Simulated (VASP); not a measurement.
# Y3Mg2I2 (P6/mmm) in VASP: a series of runs

Y3Mg2I2 is run at these levels: PBE; tasks: single point.

Program: VASP 6.6.1. These are calculated values, not measurements. Logs are shortened: lines on timing, memory, paths and dates and some standing lists are left out, and cuts for length are marked.

## 1. The cell of the first run

Symmetry: P6/mmm, No. 191, hexagonal system. Conventional cell: a = 5.051 Å, b = 5.051 Å, c = 10.546 Å, α = 90.00°, β = 90.00°, γ = 120.00°. Y (site symmetry 6mm) has 2 Y at 2.96 to 3.79 Å and 6 Mg at 3.27 Å within 3.9 Å. Y (site symmetry 6/mmm) has 6 I at 2.92 Å and 2 Y at 3.79 Å within 3.8 Å. Within 3.8 Å of Mg (site symmetry -6m2) lie 3 Mg at 2.92 Å and 6 Y at 3.27 Å. I (site symmetry -6m2) has 3 Y at 2.92 Å and 3 I at 2.92 Å within 3.8 Å.

## 2. Single point, PBE

File INCAR:

```
PREC = Accurate ; ENCUT = 520
EDIFF = 1E-6 ; ISMEAR = 0
SIGMA = 0.1 ; LREAL = False
LASPH = True ; NELM = 80
ALGO = Normal ; ISIF = 2
LWAVE = False ; LCHARG = False
GGA = PE ; NBANDS = 34
```

File KPOINTS:

```
regular mesh
0
Gamma
  6 6 2
```

File POSCAR:

```
Y3Mg2I2
1.0
    5.0514800000      0.0000000000      0.0000000000
   -2.5257400000      4.3747100100      0.0000000000
    0.0000000000      0.0000000000     10.5460586800
Y Mg I
3 2 2
Direct
    0.0000000000      0.0000000000      0.3598490600
    0.0000000000      0.0000000000      0.6401509400
    0.0000000000      0.0000000000      0.0000000000
    0.3333333300      0.6666666700      0.5000000000
    0.6666666700      0.3333333300      0.5000000000
    0.3333333300      0.6666666700      0.0000000000
    0.6666666700      0.3333333300      0.0000000000
```

Potentials or basis: VASP PAW PBE potentials, release 64 (Y_sv, Mg, I).

Started as:

```
cat potpaw_PBE.64/Y_sv/POTCAR potpaw_PBE.64/Mg/POTCAR potpaw_PBE.64/I/POTCAR > POTCAR
mpirun -np 1 vasp_std > vasp.out
```

OUTCAR:

```text
PREC = Accurate
   ENCUT = 520
   EDIFF = 1E-6
   ISMEAR = 0
   LREAL = False
   LASPH = True
   NELM = 80
   ISIF = 2
   GGA = PE

 ion  position               nearest neighbor table
   1  0.000  0.000  0.360-   2 2.96   4 3.27   5 3.27   5 3.27   4 3.27   5 3.27   4 3.27   3 3.79

   2  0.000  0.000  0.640-   1 2.96   4 3.27   5 3.27   5 3.27   4 3.27   5 3.27   4 3.27   3 3.79

   3  0.000  0.000  0.000-   6 2.92   7 2.92   7 2.92   6 2.92   7 2.92   6 2.92   1 3.79   2 3.79

   4  0.333  0.667  0.500-   5 2.92   5 2.92   5 2.92   1 3.27   2 3.27   2 3.27   1 3.27   2 3.27
                             1 3.27
   5  0.667  0.333  0.500-   4 2.92   4 2.92   4 2.92   1 3.27   2 3.27   1 3.27   2 3.27   1 3.27
                             2 3.27
   6  0.333  0.667  0.000-   3 2.92   7 2.92   7 2.92   3 2.92   3 2.92   7 2.92
   7  0.667  0.333  0.000-   3 2.92   6 2.92   6 2.92   3 2.92   3 2.92   6 2.92

  LATTYP: Found a hexagonal cell.
 ALAT       =     5.0514800000
 C/A-ratio  =     2.0877166058

  Lattice vectors:

 A1 = (   5.0514800000,   0.0000000000,   0.0000000000)
 A2 = (  -2.5257400000,   4.3747100100,   0.0000000000)
 A3 = (   0.0000000000,   0.0000000000,  10.5460586800)

Analysis of symmetry for initial positions (statically):
=====================================================================
 Subroutine PRICEL returns:
 Original cell was already a primitive cell.

 Routine SETGRP: Setting up the symmetry group for a
 hexagonal supercell.

 Subroutine GETGRP returns: Found 24 space group operations
 (whereof 24 operations were pure point group operations)
 out of a pool of 24 trial point group operations.

The static configuration has the point symmetry D_6h.

Analysis of symmetry for dynamics (positions and initial velocities):
=====================================================================
 Subroutine PRICEL returns:
 Original cell was already a primitive cell.

 Routine SETGRP: Setting up the symmetry group for a
 hexagonal supercell.

 Subroutine GETGRP returns: Found 24 space group operations
 (whereof 24 operations were pure point group operations)
 out of a pool of 24 trial point group operations.

The dynamic configuration has the point symmetry D_6h.

 Subroutine INISYM returns: Found 24 space group operations
 (whereof 24 operations are pure point group operations),
 and found     1 'primitive' translations

----------------------------------------------------------------------------------------

                                     Primitive cell

  volume of cell :     233.0548

  direct lattice vectors                    reciprocal lattice vectors
     5.051480000  0.000000000  0.000000000     0.197961785  0.114293290  0.000000000
    -2.525740000  4.374710010  0.000000000     0.000000000  0.228586580  0.000000000
     0.000000000  0.000000000 10.546058680     0.000000000  0.000000000  0.094822154

  length of vectors
     5.051480000  5.051480003 10.546058680     0.228586580  0.228586580  0.094822154

  position of ions in fractional coordinates (direct lattice)
     0.000000000  0.000000000  0.359849060
     0.000000000  0.000000000  0.640150940
     0.000000000  0.000000000  0.000000000
     0.333333330  0.666666670  0.500000000
     0.666666670  0.333333330  0.500000000
     0.333333330  0.666666670  0.000000000
     0.666666670  0.333333330  0.000000000

  ion indices of the primitive-cell ions
   primitive index   ion index
                 1           1
                 2           2
                 3           3
                 4           4
                 5           5
                 6           6
                 7           7

----------------------------------------------------------------------------------------

 KPOINTS: regular mesh

Automatic generation of k-mesh.
 Grid dimensions read from file:
 generate k-points for:    6    6    2

 Generating k-lattice:

  Cartesian coordinates                     Fractional coordinates (reciprocal lattice)
     0.032993631  0.019048882  0.000000000     0.166666667  0.000000000  0.000000000
     0.000000000  0.038097763  0.000000000     0.000000000  0.166666667  0.000000000
     0.000000000  0.000000000  0.047411077     0.000000000  0.000000000  0.500000000

  Length of vectors
     0.038097763  0.038097763  0.047411077

  Shift w.r.t. Gamma in fractional coordinates (k-lattice)
     0.000000000  0.000000000  0.000000000

 Subroutine IBZKPT returns following result:
 ===========================================

 Found     14 irreducible k-points:

 Following reciprocal coordinates:
            Coordinates               Weight
  0.000000  0.000000  0.000000      1.000000
  0.166667  0.000000  0.000000      6.000000
  0.333333  0.000000  0.000000      6.000000
  0.500000  0.000000  0.000000      3.000000
  0.166667  0.166667  0.000000      6.000000
  0.333333  0.166667  0.000000     12.000000
  0.333333  0.333333  0.000000      2.000000
  0.000000  0.000000  0.500000      1.000000
  0.166667  0.000000  0.500000      6.000000
  0.333333  0.000000  0.500000      6.000000
  0.500000  0.000000  0.500000      3.000000
  0.166667  0.166667  0.500000      6.000000
  0.333333  0.166667  0.500000     12.000000
  0.333333  0.333333  0.500000      2.000000
   k-points           NKPTS =     14   k-points in BZ     NKDIM =     14   number of bands    NBANDS=     34
   number of dos      NEDOS =    301   number of ions     NIONS =      7
   total plane-waves  NPLWV = 128000
   dimension x,y,z NGX =    40 NGY =   40 NGZ =   80
   dimension x,y,z NGXF=    80 NGYF=   80 NGZF=  160
   ions per type =               3   2   2
   NGX,Y,Z   is equivalent  to a cutoff of  13.16, 13.16, 12.61 a.u.
   NGXF,Y,Z  is equivalent  to a cutoff of  26.33, 26.33, 25.22 a.u.
 SYSTEM =  unknown system
   PREC   = accura    normal or accurate (medium, high low for compatibility)
   ISTART =      0    job   : 0-new  1-cont  2-samecut
   ICHARG =      2    charge: 1-file 2-atom 10-const
   ISPIN  =      1    spin polarized calculation?
   LNONCOLLINEAR =      F non collinear calculations
   LSORBIT =      F    spin-orbit coupling
   LASPH  =      T    aspherical Exc in radial PAW
   ENCUT  =  520.0 eV  38.22 Ry    6.18 a.u.   9.39  9.39 19.61*2*pi/ulx,y,z
   NELM   =     80;   NELMIN=  2; NELMDL= -5     # of ELM steps
   EDIFF  = 0.1E-05   stopping-criterion for ELM
   LREAL  =      F    real-space projection
   EDIFFG = 0.1E-04   stopping-criterion for IOM
   NSW    =      0    number of steps for IOM
   IBRION =     -1    ionic relax: 0-MD 1-quasi-New 2-CG
   NFREE  =      0    steps in history (QN), initial steepest desc. (CG)
   ISIF   =      2    stress and relaxation
   ISYM   =      2    0-nonsym 1-usesym 2-fastsym
   POTIM  = 0.5000    time-step for ionic-motion
   TEBEG  =    0.0;   TEEND  =   0.0 temperature during run
   PSTRESS=    0.0 pullay stress
   NELECT =      51.0000    total number of electrons
   NUPDOWN=      -1.0000    fix difference up-down
   EMIN   =  10.00;   EMAX   =-10.00  energy-range for DOS
   EFERMI =   0.00;   METHOD = LEGACY
   ISMEAR =     0;   SIGMA  =   0.10  broadening in eV -4-tet -1-fermi 0-gaus
   EFERMI_NEDOS =   21; number of points for ismear=-14 and -15
   IALGO  =     38    algorithm
   IMIX   =      4    mixing-type and parameters
     AMIX     =   0.40;   BMIX     =  1.00
     AMIX_MAG =   1.60;   BMIX_MAG =  1.00
  volume/ion in A,a.u.               =      33.29       224.68
  Fermi-wavevector in a.u.,A,eV,Ry     =   0.986534  1.864280 13.241869  0.973250
  Thomas-Fermi vector in A             =   2.117922
   LORBIT       =      0    0 simple, 1 ext, 2 COOP (PROOUT), +10 PAW based schemes
   GGA     = PE    functional components
   LHFCALC =     F    Hartree Fock is set to
   AEXX    =    0.0000 exact exchange contribution
   IVDW    =     0    specifies the selected vdW correction
   LEPSILON=     F    determine dielectric tensor
   LRPA    =     F    only Hartree local field effects (RPA)
 non-spin polarized calculation
 Gauss-broadening in eV      SIGMA  =   0.10
  energy-cutoff  :      520.00
  volume of cell :      233.05
 maximum number of plane-waves:      6327
 NGX is ok and might be reduce to    40
   NGX = 19   NGY = 19   NGZ = 39

 number of electron      51.0000001 magnetization

 Free energy of the ion-electron system (eV)
  ---------------------------------------------------
  ext. energy  EPLUGINS =         0.00000000
  ---------------------------------------------------
  free energy    TOTEN  =       -22.84228024 eV

  energy without entropy =      -22.78673392  energy(sigma->0) =      -22.81450708

 E-fermi :   3.8115     XC(G=0):  -8.4734

 val. band max:        3.8081342734   @ k =   0.1667   0.1667   0.5000
 cond. band min:       3.8141646453   @ k =   0.3333   0.1667   0.5000
 fundamental gap:      0.0060303719
 Fermi energy:         3.8115247470

 k-point     1 :       0.0000    0.0000    0.0000
  band No.  band energies     occupation
      1     -39.4782      2.00000
      2     -39.4118      2.00000
      3     -39.3842      2.00000
      4     -19.7591      2.00000
      5     -19.6020      2.00000
      6     -19.6020      2.00000
[... 26 lines left out ...]
     33       5.6593      0.00000
     34       6.9679      0.00000

 k-point     2 :       0.1667    0.0000    0.0000
  band No.  band energies     occupation
      1     -39.4781      2.00000
      2     -39.4115      2.00000
      3     -39.3841      2.00000
      4     -19.7586      2.00000
      5     -19.6304      2.00000
      6     -19.6068      2.00000
[... 26 lines left out ...]
     33       5.7554      0.00000
     34       6.9586      0.00000
[... 405 lines left out ...]
     33       5.5809      0.00000
     34       5.9797      0.00000

 k-point    14 :       0.3333    0.3333    0.5000
  band No.  band energies     occupation
      1     -39.4777      2.00000
      2     -39.4108      2.00000
      3     -39.3834      2.00000
      4     -19.7659      2.00000
      5     -19.6746      2.00000
      6     -19.6746      2.00000
[... 26 lines left out ...]
     33       5.5154      0.00000
     34       5.7790      0.00000

------------------------ aborting loop because EDIFF is reached ----------------------------------------

  FORCE on cell =-STRESS in cart. coord.  units (eV):
  Direction    XX          YY          ZZ          XY          YZ          ZX
  --------------------------------------------------------------------------------------
  -------------------------------------------------------------------------------------
  Total       20.8995123     20.8995123      2.4233644      0.0000000      0.0000000      0.0000000
  in kB      143.6774602    143.6774604     16.6598549      0.0000000      0.0000000      0.0000000
  external PRESSURE =     101.3382585 kB  Pullay stress =       0.0000000 kB

 VOLUME and BASIS-vectors are now :
 -----------------------------------------------------------------------------
  energy-cutoff  :      520.00
  volume of cell :      233.05
      direct lattice vectors                 reciprocal lattice vectors
     5.051480000  0.000000000  0.000000000     0.197961785  0.114293290  0.000000000
    -2.525740000  4.374710010  0.000000000     0.000000000  0.228586580  0.000000000
     0.000000000  0.000000000 10.546058680     0.000000000  0.000000000  0.094822154

 POSITION                                       TOTAL-FORCE (eV/Angst)
 -----------------------------------------------------------------------------------
      0.00000      0.00000      3.79499         0.000000     -0.000000     -1.268079
      0.00000      0.00000      6.75107         0.000000     -0.000000      1.268079
      0.00000      0.00000      0.00000         0.000000     -0.000000      0.000000
     -0.00000      2.91647      5.27303        -0.000000      0.000000      0.000000
      2.52574      1.45824      5.27303         0.000000      0.000000      0.000000
     -0.00000      2.91647      0.00000        -0.000000     -0.000000      0.000000
      2.52574      1.45824      0.00000         0.000000      0.000000      0.000000
 -----------------------------------------------------------------------------------
    total drift:                               -0.000000      0.000000     -0.000000

  FREE ENERGIE OF THE ION-ELECTRON SYSTEM (eV)
  ---------------------------------------------------
  free  energy   TOTEN  =       -22.8422802402 eV

  energy  without entropy=      -22.7867339178  energy(sigma->0) =      -22.81450708
```

Wall time 2 min (1 thread of Intel Xeon Platinum 8559C (Emerald Rapids), shared host); peak memory 0.42 GiB.

What came out:

| Quantity | Value |
| --- | --- |
| Free energy | -22.8423 eV |
| Pressure | 10.1 GPa |
| Largest force | 1.268 eV/Å |

Forces on the atoms (eV/Å):
```
Y    0.000  0.000 -1.268
Y    0.000  0.000  1.268
Y    0.000  0.000  0.000
Mg   0.000  0.000  0.000
Mg   0.000  0.000  0.000
I    0.000  0.000  0.000
I    0.000  0.000  0.000
```

Levels at points of the mesh, in eV from the Fermi level:
```tsv
k point	band 22	band 23	band 24	band 25	band 26	band 27	band 28	band 29
(0.00, 0.00, 0.00)	-1.98	-1.15	-0.53	-0.53	-0.11	-0.11	0.38	0.71
(0.50, 0.00, 0.00)	-2.15	-0.92	-0.91	-0.43	0.13	0.15	0.25	0.41
(0.00, 0.00, 0.50)	-2.42	-0.54	-0.54	-0.35	-0.21	-0.21	0.11	0.94
(0.50, 0.00, 0.50)	-2.15	-0.93	-0.87	-0.56	-0.16	0.11	0.17	0.69
```

Caveat: spin-orbit coupling is left out, which moves the levels of the heavy elements; an odd number of electrons without spin polarisation forces a metal; a magnetic or distorted state may lie lower.

## 3. Single point, PBE

This run uses another cell than the first one, of 39.18 Å³/atom, 1.177 times its volume.

File INCAR:

```
PREC = Accurate
ENCUT = 520
EDIFF = 1E-6
ISMEAR = 0
SIGMA = 0.2
LREAL = False
LASPH = True
NELM = 60
ALGO = Normal
ISIF = 2
LWAVE = False
LCHARG = False
GGA = PE
NBANDS = 34
```

File KPOINTS:

```
Automatic mesh
0
Gamma
  6 6 2
```

File POSCAR:

```
Y3Mg2I2
1.0
    5.5748554330      0.0000000000      0.0000000000
   -2.7874277165      4.8279664274      0.0000000000
    0.0000000000      0.0000000000     10.1901192866
Y Mg I
3 2 2
Direct
    0.0000000000      0.0000000000      0.3487479692
    0.0000000000      0.0000000000      0.6512520308
    0.0000000000      0.0000000000      0.0000000000
    0.3333333333      0.6666666667      0.5000000000
    0.6666666667      0.3333333333      0.5000000000
    0.3333333333      0.6666666667      0.0000000000
    0.6666666667      0.3333333333      0.0000000000
```

Potentials or basis: VASP PAW PBE potentials, release 64 (Y_sv, Mg, I).

Started as:

```
cat potpaw_PBE.64/Y_sv/POTCAR potpaw_PBE.64/Mg/POTCAR potpaw_PBE.64/I/POTCAR > POTCAR
mpirun -np 1 vasp_std > vasp.out
```

Wall time 2.3 min (1 thread of Intel Xeon Platinum 8559C (Emerald Rapids), shared host); peak memory 0.44 GiB.

The run converged. Its results:

* Free energy: -24.8505 eV
* Pressure: 0.1 GPa
* Largest force: 0.054 eV/Å

Forces in eV/Å, atoms in the order of the input:
```
Y    0.000  0.000 -0.054
Y    0.000  0.000  0.054
Y    0.000  0.000  0.000
Mg   0.000  0.000  0.000
Mg   0.000  0.000  0.000
I    0.000  0.000  0.000
I    0.000  0.000  0.000
```

Stress tensor (GPa, compression positive):
```
-0.03  0.00  0.00
 0.00 -0.03  0.00
 0.00  0.00  0.39
```

Levels at points of the mesh, in eV from the Fermi level:
| k point | band 21 | band 22 | band 23 | band 24 | band 25 | band 26 | band 27 | band 28 | band 29 | band 30 |
| --- | --- | --- | --- | --- | --- | --- | --- | --- | --- | --- |
| (0.00, 0.00, 0.00) | -2.44 | -1.30 | -1.17 | -0.35 | -0.35 | -0.05 | -0.05 | 0.56 | 0.56 | 0.60 |
| (0.50, 0.00, 0.00) | -2.51 | -2.45 | -1.09 | -0.77 | -0.20 | 0.22 | 0.28 | 0.42 | 0.54 | 0.93 |
| (0.00, 0.00, 0.50) | -2.44 | -1.98 | -0.37 | -0.37 | -0.30 | -0.22 | -0.22 | -0.03 | 0.93 | 0.93 |
| (0.50, 0.00, 0.50) | -2.51 | -2.45 | -0.83 | -0.80 | -0.68 | 0.08 | 0.13 | 0.22 | 0.76 | 0.80 |

Caveat: spin-orbit coupling is left out, which moves the levels of the heavy elements; an odd number of electrons without spin polarisation forces a metal; a magnetic or distorted state may lie lower.

(Continued in part 2 of 2.)
